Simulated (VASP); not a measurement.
A run of VASP 6.6.1 is set up as follows.

The input INCAR:

```
SYSTEM = Sb2Pt
PREC = Accurate
ENCUT = 520
EDIFF = 1E-6
ISMEAR = 0
SIGMA = 0.1
LREAL = .False.
LASPH = .True.
NELM = 100
ALGO = Normal
ISIF = 2
LWAVE = .False.
LCHARG = .True.
GGA = PE
LELF = .True.
LVHAR = .True.
NBANDS = 17
```

KPOINTS

```
Automatic mesh
0
Gamma
  6 6 6
  0 0 0
```

Contents of POSCAR:

```
Sb2Pt
1.0
    0.0000000000      3.3230768450      3.3230768450
    3.3230768450      0.0000000000      3.3230768450
    3.3230768450      3.3230768450      0.0000000000
Sb Pt
2 1
Direct
    0.2500000000      0.2500000000      0.2500000000
    0.7500000000      0.7500000000      0.7500000000
    0.0000000000      0.0000000000      0.0000000000
```

Potentials or basis: VASP PAW PBE potentials, release 64 (Sb, Pt).

Command:

```bash
$ cat potpaw_PBE.64/Sb/POTCAR potpaw_PBE.64/Pt/POTCAR > POTCAR
$ mpirun -np 1 vasp_std > vasp.out
```

Question: Predict the band gap on the k mesh.

Answer: Zero (bands 10 and 11 overlap by 1.95 eV).

Question: What does it give for the pressure?

Answer: -0.2 GPa.

Caveat: spin-orbit coupling is left out, which moves the levels of the heavy elements.
